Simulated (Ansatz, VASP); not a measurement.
## One calculation of Sc2GeSe, two programs

```
Sc Ge Se
1.0
     5.03850    0.00000    0.00000
     0.00000    5.14953    0.00000
     0.00000    0.00000    5.29528
Sc Ge Se
2 1 1
Direct
  0.00000 0.00000 0.00000
  0.50000 0.50000 0.00000
  0.00000 0.00000 0.50000
  0.00000 0.50000 0.00000
```

Alike in both runs: functional PBE; k mesh 4 × 4 × 4; occupations gaussian, width 0.1 eV; no spin polarisation.

Ansatz relaxed the structure, and its values are those at the end. VASP's run is a single point on that final structure, the one shown.

|  | VASP | Ansatz |
| --- | --- | --- |
| version | VASP 6.6.1 | Ansatz 0.2.0 |
| potentials or method | VASP PAW PBE potentials, release 64 (Sc_sv, Ge_d, Se), cutoff 520 eV | scalar-relativistic, plane waves, PAW |
| valence electrons in the cell | 42 | 52 |

VASP gave:

- gap on the k mesh at the Fermi level (eV): none
- pressure (GPa): 0.1

Question: What did Ansatz give for the same quantities?

Answer: gap on the k mesh at the Fermi level (eV): none; pressure (GPa): 0.0.

A gap of «none» marks a metal or a gap that the smearing closes. The functional is the same, so the differences come from potentials, cutoffs and numerics. VASP's potentials hold 42 valence electrons a cell and Ansatz's 52, so a difference there can come from the potentials and not from the codes.
